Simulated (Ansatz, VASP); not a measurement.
# TiN in VASP and in Ansatz

INCAR

```
SYSTEM = TiN
ALGO     = Normal         ! electronic algorithm
EDIFF    = 1E-7           ! SCF threshold, eV
ENCUT    = 520            ! plane-wave cutoff, eV
GGA      = PS             ! functional
ISIF     = 2              ! what is computed and relaxed
ISMEAR   = -1             ! smearing method
LASPH    = .TRUE.         ! aspherical terms in the spheres
LCHARG   = .FALSE.        ! write CHGCAR
LREAL    = .FALSE.        ! projectors in reciprocal space
LWAVE    = .FALSE.        ! write WAVECAR
NBANDS   = 16             ! bands
NELM     = 60             ! most SCF steps
PREC     = Accurate       ! precision mode
SIGMA    = 0.1            ! smearing width, eV
```

Contents of KPOINTS:

```
k-points
0
G
  17 17 17
  0 0 0
```

POSCAR

```
TiN
1.0
    0.0000000000      1.9515766316      1.9515766316
    1.9515766316      0.0000000000      1.9515766316
    1.9515766316      1.9515766316      0.0000000000
Ti N
1 1
Direct
    0.0000000000      0.0000000000      0.0000000000
    0.5000000000      0.5000000000      0.5000000000
```

Input for Ansatz:

```yaml
crystal:
  lattice:
    - [0.0, 1.9515766316, 1.9515766316]
    - [1.9515766316, 0.0, 1.9515766316]
    - [1.9515766316, 1.9515766316, 0.0]
  atoms:
    - { symbol: Ti, position: [0.0, 0.0, 0.0] }
    - { symbol: "N", position: [0.5, 0.5, 0.5] }
kpoints:
  mp_grid: { grid: [17, 17, 17] }
scf:
  occupations: { method: fermi_dirac, width: 0.1 }
hamiltonian:
  xc: pbesol
  pseudopotentials: { kind: all_electron, lapw: { basis_error: 0.001 } }
output:
  forces: true
  stress: true
  eigenvalues: true
  populations: true
```

Change from the starting cell: volume scaled by 0.8, LAPW.

Alike in both runs: task single point; functional PBEsol; k mesh 17 × 17 × 17; occupations fermi-dirac, width 0.1 eV; no spin polarisation.

```csv
,VASP,Ansatz
version,VASP 6.6.1,Ansatz 0.2.0
potentials or method,"VASP PAW PBE potentials, release 64 (Ti_sv, N), cutoff 520 eV","all-electron LAPW, scalar-relativistic"
```

VASP gave:

* pressure (GPa): 107.3

Question: What did Ansatz give for the same quantities?

Answer: Pressure (GPa): 106.9.

VASP's potentials were made for PBE, not for PBEsol. Both programs put the cell under a high pressure, so it lies far from rest at this level. Ansatz ran all-electron here, and VASP with PAW potentials.

Noted on VASP's run: the cell as given lies far from equilibrium.
